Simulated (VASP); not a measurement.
Runs of VASP 6.6.1 on Zn. The structure is that of space group P6_3/mmc (No. 194), or close to it. The cells are those of the table. 

| task | cell | k mesh | cutoff (eV) | smearing | gap on the mesh (eV) | pressure (GPa) | relaxed volume (Å³/atom) |
| --- | --- | --- | --- | --- | --- | --- | --- |
| single point | a = 2.551, b = 2.551, c = 4.851 Å, angles 90.0, 90.0, 120.0°, 2 atoms | 18 × 18 × 10 | 520 | gaussian 0.1 eV | none | 0.7 | - |
| single point | a = 2.553, b = 2.553, c = 4.848 Å, angles 90.0, 90.0, 120.0°, 2 atoms | 18 × 18 × 10 | 520 | fermi-dirac 0.15 eV | none | 0.7 | - |
| relaxation of cell and atoms | relaxed from a = 2.551, b = 2.551, c = 4.851 Å, angles 90.0, 90.0, 120.0°, 2 atoms | 18 × 18 × 10 | 600 | fermi-dirac 0.15 eV | none | 0.0 | 13.75 |
| relaxation of cell and atoms | relaxed from a = 2.670, b = 2.670, c = 4.966 Å, angles 90.0, 90.0, 120.0°, 2 atoms | 9 × 9 × 4 | 600 | gaussian 0.1 eV | none | 0.2 | 13.50 |
| single point | a = 2.670, b = 2.670, c = 4.966 Å, angles 90.0, 90.0, 120.0°, 2 atoms | 9 × 9 × 4 | 520 | gaussian 0.1 eV | none | -8.6 | - |
| single point | a = 2.597, b = 2.597, c = 4.617 Å, angles 90.0, 90.0, 120.0°, 2 atoms | 9 × 9 × 4 | 520 | gaussian 0.1 eV | none | (a) | - |
| relaxation of cell and atoms | relaxed from a = 2.597, b = 2.597, c = 4.617 Å, angles 90.0, 90.0, 120.0°, 2 atoms | 18 × 18 × 10 | 600 | gaussian 0.1 eV | none | 0.0 | 13.75 |

Alike in all rows: level LDA; potentials or basis VASP PAW LDA potentials, release 64 (Zn); no spin polarisation.

Estimate the missing entries.

(a) 0.4.

Caveats: the cell stands under tension (at least some runs).

A gap of «none» marks levels without a gap at the run's occupations.
